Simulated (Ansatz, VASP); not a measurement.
## CdS: VASP beside Ansatz

INCAR

```
SYSTEM = CdS
PREC = Accurate
ENCUT = 520
EDIFF = 1E-6
ISMEAR = 0
SIGMA = 0.1
LREAL = .FALSE.
LASPH = .TRUE.
NELM = 60
ALGO = Normal
ISIF = 2
LWAVE = .FALSE.
LCHARG = .FALSE.
NBANDS = 26
```

File KPOINTS:

```
Automatic mesh
0
G
  6 6 4
  0 0 0
```

File POSCAR:

```
CdS
1.0
    4.1688381000      0.0000000000      0.0000000000
   -2.0844190500      3.6103197000      0.0000000000
    0.0000000000      0.0000000000      6.7796174100
Cd S
2 2
Direct
    0.6666666700      0.3333333300      0.5002243700
    0.3333333300      0.6666666700      0.0002243700
    0.6666666700      0.3333333300      0.8767756300
    0.3333333300      0.6666666700      0.3767756300
```

Input for Ansatz:

```yaml
crystal:
  lattice:
    - [4.1688381, 0.0, 0.0]
    - [-2.08441905, 3.6103197, 0.0]
    - [0.0, 0.0, 6.77961741]
  atoms:
    - { symbol: Cd, position: [0.66666667, 0.33333333, 0.50022437] }
    - { symbol: Cd, position: [0.33333333, 0.66666667, 0.00022437] }
    - { symbol: S, position: [0.66666667, 0.33333333, 0.87677563] }
    - { symbol: S, position: [0.33333333, 0.66666667, 0.37677563] }
basis:
  ecutwfc: 600.0
kpoints:
  mp_grid: { grid: [6, 6, 4] }
hamiltonian:
  xc: lda
  pseudopotentials: { kind: paw, azcp: { folder: soft_1 } }
scf:
  occupations: { method: gaussian, width: 0.1 }
output:
  forces: true
  stress: true
  eigenvalues: true
```

Alike in both runs: task single point; functional LDA; k mesh 6 × 6 × 4; occupations gaussian, width 0.1 eV; no spin polarisation.

|  | VASP | Ansatz |
| --- | --- | --- |
| version | VASP 6.6.1 | Ansatz 0.2.0 |
| potentials or method | VASP PAW LDA potentials, release 64 (Cd, S), cutoff 520 eV | scalar-relativistic, plane waves, PAW |
| valence electrons in the cell | 36 | 52 |

|  | VASP | Ansatz | Ansatz less VASP |
| --- | --- | --- | --- |
| gap on the k mesh at the Fermi level (eV) | 0.90 | 0.88 | -0.026 |
| least direct gap on the mesh (eV) | 0.90 | 0.88 | -0.026 |
| pressure (GPa) | -3.5 | -3.9 | -0.39 |

Ansatz warns that its potentials were made for another functional, while VASP's fit it. LDA's correlation is that of Perdew and Zunger in VASP and of Perdew and Wang (1992) in Ansatz. VASP's potentials hold 36 valence electrons a cell and Ansatz's 52, so a difference there can come from the potentials and not from the codes.
